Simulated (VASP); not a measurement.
Input of a VASP 6.6.1 run:

Contents of INCAR:

```
SYSTEM = HfSiO4
PREC = Accurate ; ENCUT = 520
EDIFF = 1E-8 ; ISMEAR = -1
SIGMA = 0.02 ; LREAL = .FALSE.
LASPH = .TRUE. ; NELM = 60
ALGO = Normal ; ISIF = 2
LWAVE = .FALSE. ; LCHARG = .FALSE.
GGA = PE ; LEFG = .TRUE.
NBANDS = 50
```

The input KPOINTS:

```
Automatic mesh
0
G
  5 5 5
  0 0 0
```

File POSCAR:

```
HfSiO4
1.0
   -3.2641939663      3.2641939663      2.9615886588
    3.2641939663     -3.2641939663      2.9615886588
    3.2641939663      3.2641939663     -2.9615886588
Hf Si O
2 2 8
Direct
    0.7500000000      0.2500000000      0.5000000000
    0.0000000000      0.0000000000      0.0000000000
    0.2500000000      0.7500000000      0.5000000000
    0.5000000000      0.5000000000      0.0000000000
    0.1340001033      0.3192779115      0.8147221918
    0.0692779115      0.7545557197      0.6852778082
    0.5045557197      0.3192779115      0.1852778082
    0.0692779115      0.3840001033      0.3147221918
    0.6159998967      0.9307220885      0.6852778082
    0.6807220885      0.8659998967      0.1852778082
    0.2454442803      0.9307220885      0.3147221918
    0.6807220885      0.4954442803      0.8147221918
```

Potentials or basis: VASP PAW PBE potentials, release 64 (Hf_pv, Si, O).

The run is started by

```sh
$ cat potpaw_PBE.64/Hf_pv/POTCAR potpaw_PBE.64/Si/POTCAR potpaw_PBE.64/O/POTCAR > POTCAR
$ mpirun -np 1 vasp_std > vasp.out
```

Predict the pressure.

10.7 GPa.

What does it give for the largest force?

0.364 eV/Å.

What does it give for the band gap on the k mesh?

5.53 eV, indirect (least direct gap 5.92 eV).

Electric field gradients, principal values (V/Å²):
```
atom    least   middle  greatest (by size)
1 Hf  -65.254  -65.254             130.508
2 Hf  -65.254  -65.254             130.508
3 Si   11.736   11.737             -23.473
4 Si   11.736   11.737             -23.473
 5 O   -2.592  -40.196              42.788
 6 O   -2.594  -40.196              42.790
 7 O   -2.594  -40.196              42.790
 8 O   -2.592  -40.196              42.788
 9 O   -2.592  -40.196              42.788
10 O   -2.592  -40.196              42.788
11 O   -2.594  -40.196              42.790
12 O   -2.594  -40.196              42.790
```

Caveat: without QUAD_EFG the Cq values of the log hold for a quadrupole moment of 1 mb, not for the nuclei; spin-orbit coupling is left out, which moves the levels of the heavy elements. A k mesh can miss the band edges.
